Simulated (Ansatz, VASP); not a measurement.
## One calculation of Ge, two programs

```
Ge
1.0
     4.37476    0.00000    0.00000
    -2.18738    3.78865    0.00000
     0.00000    0.00000    3.77124
Ge
3
Direct
  0.69876 0.73877 0.50000
  0.26123 0.95999 0.50000
  0.04001 0.30124 0.50000
```

Alike in both runs: task single point; functional PBE; k mesh 6 × 6 × 4; occupations gaussian, width 0.1 eV; no spin polarisation.

```csv
,VASP,Ansatz
version,VASP 6.6.1,Ansatz 0.2.0
potentials or method,"VASP PAW PBE potentials, release 64 (Ge_d), cutoff 520 eV","scalar-relativistic, plane waves, PAW"
valence electrons in the cell,42,42
```

|  | VASP | Ansatz | Ansatz less VASP |
| --- | --- | --- | --- |
| gap on the k mesh at the Fermi level (eV) | none | none | - |
| rms of the force components (eV/Å) | 3.929 | 3.932 | +0.0025 |

Atom by atom the forces differ by 0.003 eV/Å (rms over components). A gap of «none» marks a metal or a gap that the smearing closes. With one functional, cell and mesh, what is left measures potentials, basis and numerics.

The k mesh is coarse, so the values compare programs but aren't converged.
